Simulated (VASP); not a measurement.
BiRu:

```
CELL_PARAMETERS angstrom
0.00000 3.02309 3.02309
3.02309 0.00000 3.02309
3.02309 3.02309 0.00000
ATOMIC_POSITIONS crystal
Ru 0.00000 0.00000 0.00000
Bi 0.25000 0.25000 0.25000
```

Base run:

| Property | Result |
| --- | --- |
| Program | VASP 6.6.1 |
| Functional | revPBE |
| Potentials or basis | VASP PAW PBE potentials, release 64 (Ru_pv, Bi_d) |
| Cutoff | 520 eV |
| k mesh | 10 × 10 × 10 |
| Occupations | gaussian, width 0.05 eV |
| Spin | no spin polarisation |

Its results: band gap on the k mesh zero (an odd number of electrons rules out a gap without spin polarisation); pressure 3.5 GPa.

Problem. The run is repeated on the same cell with these changes: functional from revPBE to r2SCAN. What comes out?

Solution. Band gap on the k mesh zero (an odd number of electrons rules out a gap without spin polarisation); pressure 0.2 GPa.

Caveats: the PAW data sets were made with another functional, which shifts forces and pressure a little; spin-orbit coupling is left out, which moves the levels of the heavy elements; the cell stands under pressure (at least some runs).
